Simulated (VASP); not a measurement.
## K2S: relaxation of cell and atoms with PBEsol

K2S:

```
K S
1.0
     0.00000    3.66791    3.66791
     3.66791    0.00000    3.66791
     3.66791    3.66791    0.00000
K S
2 1
Direct
  0.25000 0.25000 0.25000
  0.75000 0.75000 0.75000
  0.00000 0.00000 0.00000
```

| Property | Result |
| --- | --- |
| Program | VASP 6.6.1 |
| Task | relaxation of cell and atoms |
| Functional | PBEsol |
| Potentials or basis | VASP PAW PBE potentials, release 64 (K_sv, S) |
| Cutoff | 500 eV |
| k mesh | 6 × 6 × 6 |
| Occupations | gaussian, width 0.01 eV |
| Spin | no spin polarisation |
| Target pressure | 10 GPa |
| Dipole correction | no |
| Further INCAR settings | ALGO = Normal; EDIFF = 1e-07; IBRION = 2; EDIFFG = -0.002; NSW = 100; ISIF = 3 |

The relaxed volume is 25.15 Å³/atom. The relaxed cell is a = 4.743 Å, b = 4.743 Å, c = 4.743 Å, α = 60.00°, β = 60.00°, γ = 60.00°, the space group after relaxing (to 0.1 Å) is Fm-3m (No. 225) and the energy change on relaxing (the run minimises the enthalpy) is +191.5 meV/atom. The ionic steps are 16 and the pressure after relaxing is 10.0 GPa. The band gap on the k mesh is 3.00 eV (least direct gap 3.30 eV).

Step by step:
| step | energy change (eV) | largest force (eV/Å) | pressure (GPa) | volume (Å³) |
| --- | --- | --- | --- | --- |
| 1 | 0.0000 | 0.0000 | 0.06 | 98.69 |
| 2 | 0.7951 | 0.0000 | 12.67 | 72.31 |
| 3 | 0.5804 | 0.0000 | 10.07 | 75.35 |
| 4 | 0.5541 | 0.0000 | 9.74 | 75.77 |
| 5 | 0.5546 | 0.0000 | 9.74 | 75.76 |
| 6 | 0.5563 | 0.0000 | 9.77 | 75.74 |
| 7 | 0.5563 | 0.0000 | 9.76 | 75.74 |
| 8 | 0.5563 | 0.0000 | 9.76 | 75.74 |
| 9 | 0.5565 | 0.0000 | 9.76 | 75.73 |
| 10 | 0.5567 | 0.0000 | 9.77 | 75.73 |
| 11 | 0.5572 | 0.0000 | 9.77 | 75.72 |
| 12 | 0.5581 | 0.0000 | 9.79 | 75.71 |
| 13 | 0.5600 | 0.0000 | 9.81 | 75.67 |
| 14 | 0.5638 | 0.0000 | 9.86 | 75.61 |
| 15 | 0.5715 | 0.0000 | 9.96 | 75.49 |
| 16 | 0.5746 | 0.0000 | 10.00 | 75.44 |

Final structure:
```xyz
3
Lattice="0.0000 3.3537 3.3537 3.3537 0.0000 3.3537 3.3537 3.3537 0.0000" Properties=species:S:1:pos:R:3 pbc="T T T"
K     1.6768    1.6768    1.6768
K     5.0305    5.0305    5.0305
S     0.0000    0.0000    0.0000
```

Levels at points of the mesh, in eV from the valence-band top:
```
           k point  band 8  band 9  band 10  band 11  band 12  band 13  band 14  band 15  band 16
(0.00, 0.00, 0.00)  -11.95   -9.96    -0.64    -0.64    -0.64     3.00     5.20     5.20     8.45
(0.50, 0.00, 0.00)  -12.23   -9.30    -0.81    -0.27    -0.27     4.99     6.01     6.01     6.32
(0.50, 0.50, 0.00)  -11.78   -9.24    -1.17     0.00     0.00     3.30     5.61     6.70     8.07
```

Run time: 2.2 min on 1 thread of Intel(R) Xeon(R) 6975P-C (Granite Rapids), on a shared host, peak memory 0.26 GiB.

Caveat: the cell is relaxed towards a set pressure, so the run minimises the enthalpy, not the energy; the volume moved by over 15 % at a fixed basis, so the end points are rough; the PAW data sets were made with another functional, which shifts forces and pressure a little. A k mesh can miss the band edges.
